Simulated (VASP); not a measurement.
Crystal: BaRe.

```
Ba Re
1.0
     3.72334    0.00000    0.00000
     0.00000    3.72334    0.00000
     0.00000    0.00000    3.72334
Ba Re
1 1
Direct
  0.00000 0.00000 0.00000
  0.50000 0.50000 0.50000
```

Base run:

```yaml
Program: VASP 6.6.1
Functional: PBE
Potentials_or_basis: VASP PAW PBE potentials, release 64 (Ba_sv, Re)
Cutoff: 520 eV
k_mesh: 8 × 8 × 8
Occupations: gaussian, width 0.05 eV
Spin: no spin polarisation
```

Its results: pressure 1.6 GPa.

Problem. The run is repeated on the same cell with these changes: functional from PBE to LDA; potentials or basis from VASP PAW PBE potentials, release 64 (Ba_sv, Re) to VASP PAW LDA potentials, release 64 (Ba_sv, Re). What comes out?

Solution. Pressure -4.2 GPa.
